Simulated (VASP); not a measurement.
Input of a VASP 6.6.1 run:

Contents of INCAR:

```
PREC     = Accurate       # precision mode
ENCUT    = 520            # plane-wave cutoff, eV
EDIFF    = 1E-7           # SCF threshold, eV
ISMEAR   = 1              # smearing method
SIGMA    = 0.15           # smearing width, eV
LREAL    = False          # projectors in reciprocal space
LASPH    = True           # aspherical terms in the spheres
NELM     = 100            # most SCF steps
ALGO     = Normal         # electronic algorithm
ISIF     = 2              # what is computed and relaxed
LWAVE    = False          # write WAVECAR
LCHARG   = False          # write CHGCAR
GGA      = PE             # functional
NBANDS   = 54             # bands
```

The input KPOINTS:

```
regular mesh
0
Gamma
  3 3 3
```

POSCAR

```
Ag6PtS2
1.0
    5.5017630000      0.6511320000      0.2658400000
    1.2195580000      5.9369590000     -0.1112000000
    0.2099170000      1.3456570000      5.9726400000
Ag S Pt
6 2 1
Direct
    0.4218501021      0.5486549471      0.4663090022
    0.9981234546      0.0159603322      0.1880969973
    0.9726323030      0.4311144790      0.3606543101
    0.7488749171      0.8304214386      0.6001399642
    0.6743012446      0.4228976831      0.8930534871
    0.5483712775      0.8429772727      0.0868701365
    0.1823487415      0.9500455470      0.5896892288
    0.1786359418      0.2788276783      0.7635630239
    0.1358051274      0.6523959016      0.9315049943
```

Potentials or basis: VASP PAW PBE potentials, release 64 (Ag, S, Pt).

Command:

```sh
$ cat potpaw_PBE.64/Ag/POTCAR potpaw_PBE.64/S/POTCAR potpaw_PBE.64/Pt/POTCAR > POTCAR
$ mpirun -np 1 vasp_std > vasp.out
```

Question: What does it give for the band gap on the k mesh?

Answer: Zero (band 44 reaches 5.61 eV, above the bottom of band 45 at 5.59 eV).

Question: Estimate the pressure.

Answer: -5.4 GPa.

Question: Predict the largest force.

Answer: 0.969 eV/Å.

Forces on the atoms (eV/Å):
```
Ag  -0.005 -0.224 -0.143
Ag  -0.104 -0.335 -0.163
Ag   0.008  0.370 -0.519
Ag  -0.208  0.076 -0.097
Ag   0.073  0.023  0.298
Ag   0.457 -0.103 -0.092
S   -0.122 -0.515  0.370
S   -0.029  0.827  0.503
Pt  -0.071 -0.119 -0.158
```

Caveat: the k points lie up to 0.40 Å⁻¹ apart; spin-orbit coupling is left out, which moves the levels of the heavy elements.
